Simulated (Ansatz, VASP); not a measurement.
# Al2Cu: VASP beside Ansatz

File INCAR:

```
SYSTEM = Al2Cu
PREC = Accurate
ENCUT = 600
EDIFF = 1E-7
ISMEAR = 0
SIGMA = 0.1
LREAL = .False.
LASPH = .True.
NELM = 80
ALGO = Fast
ISIF = 3
LWAVE = .False.
LCHARG = .False.
GGA = PS
IBRION = 2
NSW = 80
EDIFFG = -0.01
```

The input KPOINTS:

```
Automatic mesh
0
Gamma
  12 12 16
  0 0 0
```

The input POSCAR:

```
Al2Cu
1.0
    4.5284945996      0.0000000000      0.0000000000
   -2.2642472998      3.9217913642      0.0000000000
    0.0000000000      0.0000000000      2.5727681990
Cu Al
1 2
Direct
    0.0000000000      0.0000000000      0.0000000000
    0.3333333333      0.6666666667      0.5000000000
    0.6666666667      0.3333333333      0.5000000000
```

Input for Ansatz:

```yaml
crystal:
  lattice:
    - [4.5284945996, 0.0, 0.0]
    - [-2.2642472998, 3.9217913642, 0.0]
    - [0.0, 0.0, 2.572768199]
  atoms:
    - { symbol: Cu, position: [0.0, 0.0, 0.0] }
    - { symbol: Al, position: [0.3333333333, 0.6666666667, 0.5] }
    - { symbol: Al, position: [0.6666666667, 0.3333333333, 0.5] }
basis:
  ecutwfc: 420
kpoints:
  mp_grid: { grid: [12, 12, 16] }
hamiltonian:
  xc: pbesol
scf:
  occupations: { method: gaussian, width: 0.1 }
output:
  forces: true
  stress: true
  eigenvalues: true
  write_density: true
  write_potential: true
  elf: true
  volumetric_format: npy
relax:
  adjacent_minimum: "off"
  f_tol: 0.01
  max_steps: 60
  cell: { stress_tol: 0.1 }
```

Alike in both runs: task relaxation of cell and atoms; functional PBEsol; k mesh 12 × 12 × 16; occupations gaussian, width 0.1 eV; no spin polarisation.

```csv
,VASP,Ansatz
version,VASP 6.6.1,Ansatz 0.2.0
potentials or method,"VASP PAW PBE potentials, release 64 (Cu, Al), cutoff 600 eV","scalar-relativistic, plane waves, PAW"
valence electrons in the cell,17,25
```

|  | VASP | Ansatz | Ansatz less VASP |
| --- | --- | --- | --- |
| gap on the k mesh at the Fermi level, each at its own relaxed structure (eV) | none | none | - |
| relaxed volume (Å³/atom) | 15.17 | 15.14 | -0.025 |
| relaxed cell length with the largest relative difference (Å) | 2.639 | 2.634 | -0.0047 |

VASP's potentials were made for PBE, not for PBEsol. A gap of «none» marks a metal or a gap that the smearing closes. VASP's potentials hold 17 valence electrons a cell and Ansatz's 25, so a difference there can come from the potentials and not from the codes.
